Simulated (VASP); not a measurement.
# O in VASP: single point with PBE+D3(BJ)

Aim: the single point of O with PBE+D3(BJ).

Everything below comes from runs of VASP 6.6.1. Logs are shortened: lines on timing, memory, paths and dates and some standing lists are left out, and cuts for length are marked.

## (1) The cell of the first run

The cell holds a disordered packing, 16 atoms: a = 6.969 Å, b = 6.969 Å, c = 6.969 Å, α = 90.00°, β = 90.00°, γ = 90.00°.

## (2) Single point, PBE+D3(BJ), collinear spin, ferromagnetic start

File INCAR:

```
PREC = Accurate
ENCUT = 520
EDIFF = 1E-7
ISMEAR = -1
SIGMA = 0.05
LREAL = Auto
LASPH = True
NELM = 150
ALGO = Normal
ISIF = 2
LWAVE = False
LCHARG = False
ISPIN = 2
MAGMOM = 1 1 1 1 1 1 1 1 1 1 1 1 1 1 1 1
LORBIT = 11
GGA = PE
IVDW = 12
NBANDS = 66
```

File KPOINTS:

```
regular mesh
0
Gamma
  1 1 1
```

File POSCAR:

```
O
1.0
    6.9685670000      0.0000000000      0.0000000000
    0.0000000000      6.9685670000      0.0000000000
    0.0000000000      0.0000000000      6.9685670000
O
16
Direct
    0.8478526102      0.3975017315      0.8706977346
    0.7042174516      0.4419810077      0.9600651831
    0.2323619202      0.3842867382      1.1403529172
    0.2671010815      0.2562157724      1.0258684124
    0.8200670828      0.1339560375      0.4789992999
    0.7922804143      0.1612450134      0.3086551528
    0.3743155874      0.4019092552      0.5774497843
    0.2752401447      0.5192449941      0.6613630775
    0.3773886368      0.8579913636      0.3855505906
    0.2689679220      0.9916844538      0.4179395337
    0.5716715025      0.9831295412      0.8307953155
    0.5816368217      0.8810998226      0.9727549181
    0.0980848936      0.8187538548      0.9885717454
    0.0350564136      0.8701890982      0.8335667622
    0.7580159904      0.6200791893      0.4534459043
    0.9105252270      0.6706823265      0.3842218684
```

Potentials or basis: VASP PAW PBE potentials, release 64 (O).

On the command line:

```
cat potpaw_PBE.64/O/POTCAR > POTCAR
mpirun -np 1 vasp_gam > vasp.out
```

OUTCAR:

```text
PREC = Accurate
   ENCUT = 520
   EDIFF = 1E-7
   ISMEAR = -1
   LREAL = Auto
   LASPH = True
   NELM = 150
   ISIF = 2
   ISPIN = 2
   LORBIT = 11
   GGA = PE
   IVDW = 12
 IVDW          = 12

 ion  position               nearest neighbor table
   1  0.848  0.398  0.871-   2 1.22
   2  0.704  0.442  0.960-   1 1.22
   3  0.232  0.384  0.140-   4 1.22
   4  0.267  0.256  0.026-   3 1.22
   5  0.820  0.134  0.479-   6 1.22
   6  0.792  0.161  0.309-   5 1.22
[... 8 lines left out ...]
  15  0.758  0.620  0.453-  16 1.22
  16  0.911  0.671  0.384-  15 1.22

  LATTYP: Found a simple cubic cell.
 ALAT       =     6.9685670000

  Lattice vectors:

 A1 = (   6.9685670000,   0.0000000000,   0.0000000000)
 A2 = (   0.0000000000,   6.9685670000,   0.0000000000)
 A3 = (   0.0000000000,   0.0000000000,   6.9685670000)

Analysis of symmetry for initial positions (statically):
=====================================================================
 Subroutine PRICEL returns:
 Original cell was already a primitive cell.

 Routine SETGRP: Setting up the symmetry group for a
 simple cubic supercell.

 Subroutine GETGRP returns: Found  1 space group operations
 (whereof  1 operations were pure point group operations)
 out of a pool of 48 trial point group operations.

The static configuration has the point symmetry C_1 .

Analysis of symmetry for dynamics (positions and initial velocities):
=====================================================================
 Subroutine PRICEL returns:
 Original cell was already a primitive cell.

 Routine SETGRP: Setting up the symmetry group for a
 simple cubic supercell.

 Subroutine GETGRP returns: Found  1 space group operations
 (whereof  1 operations were pure point group operations)
 out of a pool of 48 trial point group operations.

The dynamic configuration has the point symmetry C_1 .

Analysis of structural, dynamic, and magnetic symmetry:
=====================================================================
 Subroutine PRICEL returns:
 Original cell was already a primitive cell.

 Routine SETGRP: Setting up the symmetry group for a
 simple cubic supercell.

 Subroutine GETGRP returns: Found  1 space group operations
 (whereof  1 operations were pure point group operations)
 out of a pool of 48 trial point group operations.

The overall configuration has the point symmetry C_1 .

 Subroutine INISYM returns: Found  1 space group operations
 (whereof  1 operations are pure point group operations),
 and found     1 'primitive' translations

----------------------------------------------------------------------------------------

                                     Primitive cell

  volume of cell :     338.4001

  direct lattice vectors                    reciprocal lattice vectors
     6.968567000  0.000000000  0.000000000     0.143501526  0.000000000  0.000000000
     0.000000000  6.968567000  0.000000000     0.000000000  0.143501526  0.000000000
     0.000000000  0.000000000  6.968567000     0.000000000  0.000000000  0.143501526

  length of vectors
     6.968567000  6.968567000  6.968567000     0.143501526  0.143501526  0.143501526

  position of ions in fractional coordinates (direct lattice)
     0.847852610  0.397501732  0.870697735
     0.704217452  0.441981008  0.960065183
     0.232361920  0.384286738  0.140352917
     0.267101082  0.256215772  0.025868412
     0.820067083  0.133956037  0.478999300
     0.792280414  0.161245013  0.308655153
[... 8 lines left out ...]
     0.758015990  0.620079189  0.453445904
     0.910525227  0.670682326  0.384221868

  ion indices of the primitive-cell ions
   primitive index   ion index
                 1           1
                 2           2
                 3           3
                 4           4
                 5           5
                 6           6
[... 8 lines left out ...]
                15          15
                16          16

----------------------------------------------------------------------------------------

 KPOINTS: regular mesh

Automatic generation of k-mesh.
 Grid dimensions read from file:
 generate k-points for:    1    1    1

 Generating k-lattice:

  Cartesian coordinates                     Fractional coordinates (reciprocal lattice)
     0.143501526  0.000000000  0.000000000     1.000000000  0.000000000  0.000000000
     0.000000000  0.143501526  0.000000000     0.000000000  1.000000000  0.000000000
     0.000000000  0.000000000  0.143501526     0.000000000  0.000000000  1.000000000

  Length of vectors
     0.143501526  0.143501526  0.143501526

  Shift w.r.t. Gamma in fractional coordinates (k-lattice)
     0.000000000  0.000000000  0.000000000

 Subroutine IBZKPT returns following result:
 ===========================================

 Found      1 irreducible k-points:

 Following reciprocal coordinates:
            Coordinates               Weight
  0.000000  0.000000  0.000000      1.000000
   k-points           NKPTS =      1   k-points in BZ     NKDIM =      1   number of bands    NBANDS=     66
   number of dos      NEDOS =    301   number of ions     NIONS =     16
   total plane-waves  NPLWV = 157464
   dimension x,y,z NGX =    54 NGY =   54 NGZ =   54
   dimension x,y,z NGXF=   108 NGYF=  108 NGZF=  108
   ions per type =              16
   NGX,Y,Z   is equivalent  to a cutoff of  12.88, 12.88, 12.88 a.u.
   NGXF,Y,Z  is equivalent  to a cutoff of  25.77, 25.77, 25.77 a.u.
 SYSTEM =  unknown system
   PREC   = accura    normal or accurate (medium, high low for compatibility)
   ISTART =      0    job   : 0-new  1-cont  2-samecut
   ICHARG =      2    charge: 1-file 2-atom 10-const
   ISPIN  =      2    spin polarized calculation?
   LNONCOLLINEAR =      F non collinear calculations
   LSORBIT =      F    spin-orbit coupling
   LASPH  =      T    aspherical Exc in radial PAW
   ENCUT  =  520.0 eV  38.22 Ry    6.18 a.u.  12.96 12.96 12.96*2*pi/ulx,y,z
   NELM   =    150;   NELMIN=  2; NELMDL= -5     # of ELM steps
   EDIFF  = 0.1E-06   stopping-criterion for ELM
   LREAL  =      T    real-space projection
   EDIFFG = 0.1E-05   stopping-criterion for IOM
   NSW    =      0    number of steps for IOM
   IBRION =     -1    ionic relax: 0-MD 1-quasi-New 2-CG
   NFREE  =      0    steps in history (QN), initial steepest desc. (CG)
   ISIF   =      2    stress and relaxation
   ISYM   =      2    0-nonsym 1-usesym 2-fastsym
   POTIM  = 0.5000    time-step for ionic-motion
   TEBEG  =    0.0;   TEEND  =   0.0 temperature during run
   PSTRESS=    0.0 pullay stress
   NELECT =      96.0000    total number of electrons
   NUPDOWN=      -1.0000    fix difference up-down
   EMIN   =  10.00;   EMAX   =-10.00  energy-range for DOS
   EFERMI =   0.00;   METHOD = LEGACY
   ISMEAR =    -1;   SIGMA  =   0.05  broadening in eV -4-tet -1-fermi 0-gaus
   EFERMI_NEDOS =   21; number of points for ismear=-14 and -15
   IALGO  =     38    algorithm
   IMIX   =      4    mixing-type and parameters
     AMIX     =   0.40;   BMIX     =  1.00
     AMIX_MAG =   1.60;   BMIX_MAG =  1.00
  volume/ion in A,a.u.               =      21.15       142.73
  Fermi-wavevector in a.u.,A,eV,Ry     =   1.075693  2.032765 15.743517  1.157116
  Thomas-Fermi vector in A             =   2.211557
   LORBIT       =     11    0 simple, 1 ext, 2 COOP (PROOUT), +10 PAW based schemes
   GGA     = PE    functional components
   LHFCALC =     F    Hartree Fock is set to
   AEXX    =    0.0000 exact exchange contribution
   IVDW    =    12    specifies the selected vdW correction
   LEPSILON=     F    determine dielectric tensor
   LRPA    =     F    only Hartree local field effects (RPA)
 spin polarized calculation
  energy-cutoff  :      520.00
  volume of cell :      338.40
 maximum number of plane-waves:      4523
 NGX is ok and might be reduce to    50
   NGX = 25   NGY = 25   NGZ = 25

 number of electron      95.9999989 magnetization      15.9999992

 Free energy of the ion-electron system (eV)
  ---------------------------------------------------
  ext. energy  EPLUGINS =         0.00000000
  ---------------------------------------------------
  free energy    TOTEN  =       -79.12543822 eV

  energy without entropy =      -79.12543818  energy(sigma->0) =      -79.12543820

 E-fermi :  -2.3569     XC(G=0):  -6.5606

 val. band max:       -3.2837585988   @ k =   0.0000   0.0000   0.0000
 cond. band min:      -1.4205130122   @ k =   0.0000   0.0000   0.0000
 fundamental gap:      1.8632455865
 Fermi energy:        -2.3568967903

 spin component 1

 k-point     1 :       0.0000    0.0000    0.0000
  band No.  band energies     occupation
      1     -29.4736      1.00000
      2     -29.4445      1.00000
      3     -29.4215      1.00000
      4     -29.4137      1.00000
      5     -29.4011      1.00000
      6     -29.3846      1.00000
[... 52 lines left out ...]
     59       4.7592      0.00000
     60       4.8849      0.00000
 Fermi energy:        -2.3568967903

 spin component 2

 k-point     1 :       0.0000    0.0000    0.0000
  band No.  band energies     occupation
      1     -28.2709      1.00000
      2     -28.2401      1.00000
      3     -28.2162      1.00000
      4     -28.2087      1.00000
      5     -28.1954      1.00000
      6     -28.1780      1.00000
[... 52 lines left out ...]
     59       5.3976      0.00000
     60       5.4333      0.00000
 [bands above 60 left out]

------------------------ aborting loop because EDIFF is reached ----------------------------------------

 Edisp (eV)   -0.56450

 E8    (eV) :    -0.1299

  FORCE on cell =-STRESS in cart. coord.  units (eV):
  Direction    XX          YY          ZZ          XY          YZ          ZX
  --------------------------------------------------------------------------------------
  -------------------------------------------------------------------------------------
  Total       2.38432     2.15837     3.79254    -1.38598    -0.10995    -0.95297
  in kB      11.28872    10.21893    17.95601    -6.56203    -0.52056    -4.51189
  external pressure =       13.15 kB  Pullay stress =        0.00 kB

 VOLUME and BASIS-vectors are now :
 -----------------------------------------------------------------------------
  energy-cutoff  :      520.00
  volume of cell :      338.40
      direct lattice vectors                 reciprocal lattice vectors
     6.968567000  0.000000000  0.000000000     0.143501526  0.000000000  0.000000000
     0.000000000  6.968567000  0.000000000     0.000000000  0.143501526  0.000000000
     0.000000000  0.000000000  6.968567000     0.000000000  0.000000000  0.143501526

 POSITION                                       TOTAL-FORCE (eV/Angst)
 -----------------------------------------------------------------------------------
      5.90832      2.77002      6.06752         0.884573     -0.274737     -0.542680
      4.90739      3.07997      6.69028        -0.886565      0.271886      0.537082
      1.61923      2.67793      0.97806        -0.174023      0.637096      0.562077
      1.86131      1.78546      0.18027         0.164924     -0.621779     -0.538107
      5.71469      0.93348      3.33794         0.181784     -0.180935      1.106317
      5.52106      1.12365      2.15088        -0.178207      0.180065     -1.112207
[... 8 lines left out ...]
      5.28229      4.32106      3.15987        -0.873885     -0.294735      0.409245
      6.34506      4.67369      2.67748         0.880724      0.290820     -0.408315
 -----------------------------------------------------------------------------------
    total drift:                                0.005586     -0.001262      0.001096

  FREE ENERGIE OF THE ION-ELECTRON SYSTEM (eV)
  ---------------------------------------------------
  free  energy   TOTEN  =       -79.6899363820 eV

  energy  without entropy=      -79.6899363464  energy(sigma->0) =      -79.68993636

 total charge

# of ion       s       p       d       tot
------------------------------------------
    1        1.612   3.298   0.000   4.910
    2        1.612   3.298   0.000   4.910
    3        1.612   3.292   0.000   4.904
    4        1.612   3.295   0.000   4.907
    5        1.612   3.298   0.000   4.910
    6        1.611   3.301   0.000   4.913
[... 8 lines left out ...]
   15        1.612   3.297   0.000   4.909
   16        1.612   3.297   0.000   4.909
--------------------------------------------------
tot         25.791  52.746   0.000  78.537

 magnetization (x)

# of ion       s       p       d       tot
------------------------------------------
    1        0.010   0.799   0.000   0.810
    2        0.010   0.799   0.000   0.809
    3        0.011   0.801   0.000   0.812
    4        0.010   0.797   0.000   0.808
    5        0.011   0.801   0.000   0.812
    6        0.010   0.795   0.000   0.805
[... 8 lines left out ...]
   15        0.010   0.799   0.000   0.809
   16        0.010   0.799   0.000   0.809
--------------------------------------------------
tot          0.167  12.784   0.000  12.952
```

Run time: 61 s. Hardware: 1 thread of Intel Xeon Platinum 8488C (Sapphire Rapids), shared host; peak memory 0.45 GiB.

Results:

```yaml
Free_energy: -79.6899 eV
Pressure: 1.3 GPa
Largest_force: 1.141 eV/Å
Net_moment: 16.00 μB per cell
Site_moments: O +0.81 μB
Valence_electrons_inside_the_program's_atomic_spheres: O 4.91, 4.90 (each value once)
Dispersion_energy_per_atom: -0.035 eV
```

Forces in eV/Å, atoms in the order of the input:
```
O    0.885 -0.275 -0.543
O   -0.887  0.272  0.537
O   -0.174  0.637  0.562
O    0.165 -0.622 -0.538
O    0.182 -0.181  1.106
O   -0.178  0.180 -1.112
O    0.578 -0.668 -0.466
O   -0.561  0.660  0.476
O    0.585 -0.715 -0.177
O   -0.585  0.712  0.176
O   -0.077  0.554 -0.777
O    0.070 -0.552  0.762
O    0.359 -0.291  0.853
O   -0.367  0.293 -0.860
O   -0.874 -0.295  0.409
O    0.881  0.291 -0.408
```

Levels at points of the mesh, in eV from the Fermi level:
Spin up:
```tsv
k point	band 54	band 55	band 56	band 57	band 58	band 59
(0.00, 0.00, 0.00)	-1.00	-0.97	-0.93	5.53	6.61	7.12
```
Spin down:
| k point | band 37 | band 38 | band 39 | band 40 | band 41 | band 42 | band 43 | band 44 |
| --- | --- | --- | --- | --- | --- | --- | --- | --- |
| (0.00, 0.00, 0.00) | -5.60 | -5.55 | -5.52 | -5.47 | 0.94 | 0.96 | 0.98 | 1.05 |

Caveat: the k points lie up to 0.90 Å⁻¹ apart; the standard files for N, O and F lose accuracy on very short bonds.
